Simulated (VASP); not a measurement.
# Os (P6_3/mmc) in VASP: relaxation of cell and atoms with PBE

Aim: the relaxation of cell and atoms of Os with PBE.

Program: VASP 6.6.1. These are calculated values, not measurements. Logs are shortened: lines on timing, memory, paths and dates and some standing lists are left out, and cuts for length are marked.

## Step 1: The cell of the first run

Symmetry: P6_3/mmc, No. 194, hexagonal system. The conventional cell has a = 2.422 Å, b = 2.422 Å, c = 3.923 Å, α = 90.00°, β = 90.00°, γ = 120.00°. Within 3.2 Å of Os (site symmetry -6m2) lie 12 Os at 2.41 to 2.42 Å.

## Step 2: Relaxation of cell and atoms, PBE, target pressure 330 GPa, at which the enthalpy is minimised

File INCAR:

```
SYSTEM = Os
PREC = Accurate
ENCUT = 600
EDIFF = 1E-6
ISMEAR = -1
SIGMA = 0.1
LREAL = .False.
LASPH = .True.
NELM = 80
ALGO = Normal
ISIF = 3
LWAVE = .False.
LCHARG = .False.
GGA = PE
IBRION = 2
NSW = 60
EDIFFG = -0.005
PSTRESS = 3300.0
```

File KPOINTS:

```
regular mesh
0
Gamma
  18 18 10
  0 0 0
```

File POSCAR:

```
Os
1.0
    2.4218934571      0.0000000000      0.0000000000
   -1.2109467286      2.0974212591      0.0000000000
    0.0000000000      0.0000000000      3.9234674006
Os
2
Direct
    0.3333333333      0.6666666667      0.2500000000
    0.6666666667      0.3333333333      0.7500000000
```

Potentials or basis: VASP PAW PBE potentials, release 64 (Os).

Command:

```bash
cat potpaw_PBE.64/Os/POTCAR > POTCAR
mpirun -np 1 vasp_std > vasp.out
```

OUTCAR:

```text
SYSTEM = Os
   PREC = Accurate
   ENCUT = 600
   EDIFF = 1E-6
   ISMEAR = -1
   LREAL = .False.
   LASPH = .True.
   NELM = 80
   ISIF = 3
   GGA = PE
   IBRION = 2
   NSW = 60
   EDIFFG = -0.005
   PSTRESS = 3300.0

 ion  position               nearest neighbor table
   1  0.333  0.667  0.250-   2 2.41   2 2.41   2 2.41   2 2.41   2 2.41   2 2.41
   2  0.667  0.333  0.750-   1 2.41   1 2.41   1 2.41   1 2.41   1 2.41   1 2.41

  LATTYP: Found a hexagonal cell.
 ALAT       =     2.4218934571
 C/A-ratio  =     1.6200000000

  Lattice vectors:

 A1 = (   2.4218934571,   0.0000000000,   0.0000000000)
 A2 = (  -1.2109467286,   2.0974212591,   0.0000000000)
 A3 = (   0.0000000000,   0.0000000000,   3.9234674006)

Analysis of symmetry for initial positions (statically):
=====================================================================
 Subroutine PRICEL returns:
 Original cell was already a primitive cell.

 Routine SETGRP: Setting up the symmetry group for a
 hexagonal supercell.

 Subroutine GETGRP returns: Found 24 space group operations
 (whereof 12 operations were pure point group operations)
 out of a pool of 24 trial point group operations.

The static configuration has the point symmetry D_3d.
 The point group associated with its full space group is D_6h.

Analysis of symmetry for dynamics (positions and initial velocities):
=====================================================================
 Subroutine PRICEL returns:
 Original cell was already a primitive cell.

 Routine SETGRP: Setting up the symmetry group for a
 hexagonal supercell.

 Subroutine GETGRP returns: Found 24 space group operations
 (whereof 12 operations were pure point group operations)
 out of a pool of 24 trial point group operations.

The dynamic configuration has the point symmetry D_3d.
 The point group associated with its full space group is D_6h.

 Subroutine INISYM returns: Found 24 space group operations
 (whereof 12 operations are pure point group operations),
 and found     1 'primitive' translations

----------------------------------------------------------------------------------------

                                     Primitive cell
[... 109 lines left out ...]
   IMIX   =      4    mixing-type and parameters
     AMIX     =   0.40;   BMIX     =  1.00
     AMIX_MAG =   1.60;   BMIX_MAG =  1.00
  volume/ion in A,a.u.               =       9.97        67.25
  Fermi-wavevector in a.u.,A,eV,Ry     =   1.521521  2.875257 31.497837  2.315026
  Thomas-Fermi vector in A             =   2.630225
   LORBIT       =      0    0 simple, 1 ext, 2 COOP (PROOUT), +10 PAW based schemes
   GGA     = PE    functional components
   LHFCALC =     F    Hartree Fock is set to
   AEXX    =    0.0000 exact exchange contribution
   IVDW    =     0    specifies the selected vdW correction
   LEPSILON=     F    determine dielectric tensor
   LRPA    =     F    only Hartree local field effects (RPA)
 conjugate gradient relaxation of ions
 non-spin polarized calculation
  energy-cutoff  :      600.00
  volume of cell :       19.93
 maximum number of plane-waves:       687
 NGX is ok and might be reduce to    20
   NGX =  9   NGY =  9   NGZ = 15

--------------------------------------- Ionic step        1  -------------------------------------------

 number of electron      16.0000001 magnetization

 Free energy of the ion-electron system (eV)
  ---------------------------------------------------
  ext. energy  EPLUGINS =         0.00000000
  ---------------------------------------------------
  free energy    TOTEN  =       -15.92596434 eV

  energy without entropy =      -15.90051359  energy(sigma->0) =      -15.91323896

------------------------ aborting loop because EDIFF is reached ----------------------------------------

  FORCE on cell =-STRESS in cart. coord.  units (eV):
  Direction    XX          YY          ZZ          XY          YZ          ZX
  --------------------------------------------------------------------------------------
  -------------------------------------------------------------------------------------
  Total       43.5134439     43.5134439     40.8298938     -0.0000000      0.0000000     -0.0000000
  in kB     3498.0280826   3498.0280826   3282.2985811     -0.0000001      0.0000000     -0.0000000
  external PRESSURE =     126.1182488 kB  Pullay stress =    3300.0000000 kB
[... 97 lines left out ...]
  energy  without entropy=      -16.3649971187  energy(sigma->0) =      -16.37836594

  enthalpy is  TOTEN    =        25.1114690712 eV   P V=       41.5032038259

[... ionic steps 4 to 8 ...]

--------------------------------------- Ionic step        9  -------------------------------------------

 number of electron      16.0000000 magnetization

------------------------ aborting loop because EDIFF is reached ----------------------------------------
[... 71 lines left out ...]
--------------------------------------- Ionic step       11  -------------------------------------------

 number of electron      16.0000000 magnetization

 Free energy of the ion-electron system (eV)
  ---------------------------------------------------
  ext. energy  EPLUGINS =         0.00000000
  ---------------------------------------------------
  free energy    TOTEN  =       -16.25285689 eV

  energy without entropy =      -16.22525183  energy(sigma->0) =      -16.23905436

 E-fermi :  15.3886     XC(G=0): -16.0336

 val. band max:       15.3641684648   @ k =   0.2222   0.0556   0.0000
 cond. band min:      15.4023914248   @ k =   0.2222  -0.0000   0.3000
 fundamental gap:      0.0382229600
 Fermi energy:        15.3885856135

 k-point     1 :       0.0000    0.0000    0.0000
  band No.  band energies     occupation
      1       1.3104      2.00000
      2       3.7872      2.00000
      3      10.3343      2.00000
      4      10.3343      2.00000
      5      10.5529      2.00000
      6      11.7236      2.00000
      7      11.7236      2.00000
      8      13.0104      2.00000
      9      13.0104      2.00000
     10      15.8379      0.02213
     11      18.0168      0.00000
     12      18.0168      0.00000
[... 331 lines left out ...]
 k-point    24 :       0.3889    0.1111    0.0000
  band No.  band energies     occupation
      1       4.6676      2.00000
      2       5.2442      2.00000
      3       5.8807      2.00000
      4       9.6196      2.00000
      5      10.9213      2.00000
      6      11.4050      2.00000
      7      12.3966      2.00000
      8      18.0154      0.00000
      9      18.8287      0.00000
     10      19.5043      0.00000
     11      22.0889      0.00000
     12      26.2776      0.00000

 [... further k-points ...]
[... 5 lines left out ...]
  --------------------------------------------------------------------------------------
  -------------------------------------------------------------------------------------
  Total       41.3549351     41.3549351     41.3676993     -0.0000000     -0.0000000      0.0000000
  in kB     3299.5549228   3299.5549227   3300.5733295     -0.0000001     -0.0000000      0.0000000
  external PRESSURE =      -0.1056083 kB  Pullay stress =    3300.0000000 kB
[... 21 lines left out ...]
  energy  without entropy=      -16.2252518268  energy(sigma->0) =      -16.23905436

  enthalpy is  TOTEN    =        25.1076566007 eV   P V=       41.3605134884

 reached required accuracy - stopping structural energy minimisation
```

OSZICAR:

```text
N       E                     dE             d eps       ncg     rms          rms(c)
DAV:   1     0.154512788560E+03    0.15451E+03   -0.87676E+03  5344   0.152E+03
[... 72 lines left out ...]
DAV:   2    -0.162520122152E+02    0.30450E-04   -0.22720E-05  5980   0.615E-02    0.999E-02
DAV:   3    -0.162520052270E+02    0.69882E-05   -0.24491E-05  6540   0.555E-02    0.762E-03
DAV:   4    -0.162520050641E+02    0.16292E-06   -0.62337E-07  2724   0.709E-03
  10 F= 0.25107657E+02 E0= 0.25121459E+02  d E =-.117186E-05
       N       E                     dE             d eps       ncg     rms          rms(c)
DAV:   1    -0.162528569521E+02   -0.85173E-03   -0.47804E-07  2676   0.763E-03    0.567E-03
DAV:   2    -0.162528568878E+02    0.64358E-07   -0.54731E-08  2676   0.420E-03
  11 F= 0.25107657E+02 E0= 0.25121459E+02  d E =-.135247E-05
```

It took 6.8 min on 1 thread of Intel Xeon 8259CL, shared host; peak memory 0.17 GiB.

What came out:

```yaml
Free_energy: -16.2529 eV
Relaxed_volume: 10.04 Å³/atom
Relaxed_cell: a = 2.438 Å, b = 2.438 Å, c = 3.902 Å, α = 90.00°, β = 90.00°, γ = 120.00°
Space_group_after_relaxing_to_0.1_Å: P6_3/mmc (No. 194)
Energy_change_on_relaxing_the_run_minimises_the_enthalpy: -163.4 meV/atom
Ionic_steps: 11
Pressure_after_relaxing: 330.0 GPa
Band_gap_on_the_k_mesh: zero (bands 8 and 9 overlap by 6.74 eV)
```

Step by step:
| step | energy change (eV) | largest force (eV/Å) | pressure (GPa) | volume (Å³) |
| --- | --- | --- | --- | --- |
| 1 | 0.0000 | 0.0000 | 342.61 | 19.93 |
| 2 | -3.6029 | 0.0000 | 187.59 | 22.25 |
| 3 | -0.4658 | 0.0000 | 324.02 | 20.15 |
| 4 | -0.4244 | 0.0000 | 325.70 | 20.13 |
| 5 | 0.3040 | 0.0000 | 354.86 | 19.82 |
| 6 | -0.3267 | 0.0000 | 329.98 | 20.08 |
| 7 | -0.3232 | 0.0000 | 330.12 | 20.08 |
| 8 | -0.3211 | 0.0000 | 330.22 | 20.08 |
| 9 | -0.3765 | 0.0000 | 327.95 | 20.11 |
| 10 | -0.3260 | 0.0000 | 330.03 | 20.08 |
| 11 | -0.3269 | 0.0000 | 329.99 | 20.08 |

Final structure:
```
CELL_PARAMETERS angstrom
2.43780 0.00000 0.00000
-1.21890 2.11120 0.00000
0.00000 0.00000 3.90172
ATOMIC_POSITIONS crystal
Os 0.33333 0.66667 0.25000
Os 0.66667 0.33333 0.75000
```

Caveat: the cell is relaxed towards a set pressure, so the run minimises the enthalpy, not the energy; spin-orbit coupling is left out, which moves the levels of the heavy elements.
